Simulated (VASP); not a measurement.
Write the native input for VASP 6.6.1 that does the following.

- Task: single point
- Functional: r2SCAN
- Potentials or basis: VASP PAW PBE potentials, release 64 (N)
- Cutoff: 520 eV
- k mesh: 5 × 5 × 5
- Occupations: fermi-dirac, width 0.05 eV
- Spin: no spin polarisation
- Dipole correction: no
- Further INCAR settings: ALGO = Normal; EDIFF = 1e-06; NBANDS = 30

The system is N.

```xyz
8
Lattice="5.8074 0.0000 0.0000 0.0000 5.8074 0.0000 0.0000 0.0000 5.8074" Properties=species:S:1:pos:R:3 pbc="T T T"
N     0.3131    2.5906    3.2168
N     2.5906    3.2168    0.3131
N     3.2168    0.3131    2.5906
N     5.4943    5.4943    5.4943
N     5.4894    3.2216    2.5857
N     3.2216    2.5857    5.4894
N     2.5857    5.4894    3.2216
N     0.3180    0.3180    0.3180
```

One way to write it, as run:

POSCAR

```
N
1.0
    5.8073549818      0.0000000000      0.0000000000
    0.0000000000      5.8073549818      0.0000000000
    0.0000000000      0.0000000000      5.8073549818
N
8
Direct
    0.0539111436      0.4460888564      0.5539111436
    0.4460888564      0.5539111436      0.0539111436
    0.5539111436      0.0539111436      0.4460888564
    0.9460888564      0.9460888564      0.9460888564
    0.9452475783      0.5547524217      0.4452475783
    0.5547524217      0.4452475783      0.9452475783
    0.4452475783      0.9452475783      0.5547524217
    0.0547524217      0.0547524217      0.0547524217
```

INCAR.step1

```
SYSTEM = N
  ALGO = Normal
  EDIFF = 1E-4
  ENCUT = 520
  GGA = PE
  ISMEAR = -1
  LASPH = .True.
  LCHARG = .False.
  LREAL = .False.
  LWAVE = .True.
  NBANDS = 30
  NELM = 100
  PREC = Accurate
  SIGMA = 0.05
```

INCAR.step2

```
SYSTEM = N
  ALGO = Normal
  EDIFF = 1E-6
  ENCUT = 520
  ISIF = 2
  ISMEAR = -1
  ISTART = 1
  LASPH = .True.
  LCHARG = .False.
  LMIXTAU = .True.
  LREAL = .False.
  LWAVE = .False.
  METAGGA = R2SCAN
  NBANDS = 30
  NELM = 100
  PREC = Accurate
  SIGMA = 0.05
```

KPOINTS

```
k-points
0
Gamma
  5 5 5
  0 0 0
```

Potentials or basis: VASP PAW PBE potentials, release 64 (N).

Command:

```console
$ cat potpaw_PBE.64/N/POTCAR > POTCAR
$ cp INCAR.step1 INCAR
$ mpirun -np 1 vasp_std > vasp.out
$ cp INCAR.step2 INCAR
$ mpirun -np 1 vasp_std > vasp.out
```

Results of the run:

```json
{
  "Pressure": "2.4 GPa",
  "Largest force": "2.312 eV/Å",
  "Band gap on the k mesh": "8.27 eV, indirect (least direct gap 8.28 eV)"
}
```

Caveat: the standard files for N, O and F lose accuracy on very short bonds; the PAW data sets were made with another functional, which shifts forces and pressure a little.

It took 3.1 min on 1 thread of Intel(R) Xeon(R) Platinum 8488C (Sapphire Rapids) (shared host), peak memory 0.35 GiB.
